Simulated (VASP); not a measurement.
The system is Ta3N.

```
Ta N
1.0
     3.01187    0.00000    0.00000
    -1.50594    2.60836    0.00000
     0.00000    0.00000    7.47364
Ta N
3 1
Direct
  0.66667 0.33333 0.82607
  0.33333 0.66667 0.17393
  0.00000 0.00000 0.50000
  0.00000 0.00000 0.00000
```

Base run:

| Quantity | Value |
| --- | --- |
| Program | VASP 6.6.1 |
| Functional | PBE |
| Potentials or basis | VASP PAW PBE potentials, release 64 (Ta_pv, N) |
| Cutoff | 520 eV |
| k mesh | 10 × 10 × 4 |
| Occupations | fermi-dirac, width 0.05 eV |
| Spin | no spin polarisation |

Its results: band gap on the k mesh zero (band 19 reaches 7.25 eV, above the bottom of band 20 at 6.57 eV); pressure 4.8 GPa; largest force 0.045 eV/Å.

Task: The run is repeated on the same cell with these changes: functional from PBE to PBEsol. What comes out?

Result: Band gap on the k mesh zero (band 19 reaches 7.09 eV, above the bottom of band 20 at 6.42 eV); pressure -2.8 GPa; largest force 0.215 eV/Å.

PBEsol binds more tightly than PBE, so the same cell stands under less pressure.

Caveats: spin-orbit coupling is left out, which moves the levels of the heavy elements; the PAW data sets were made with another functional, which shifts forces and pressure a little (some runs).
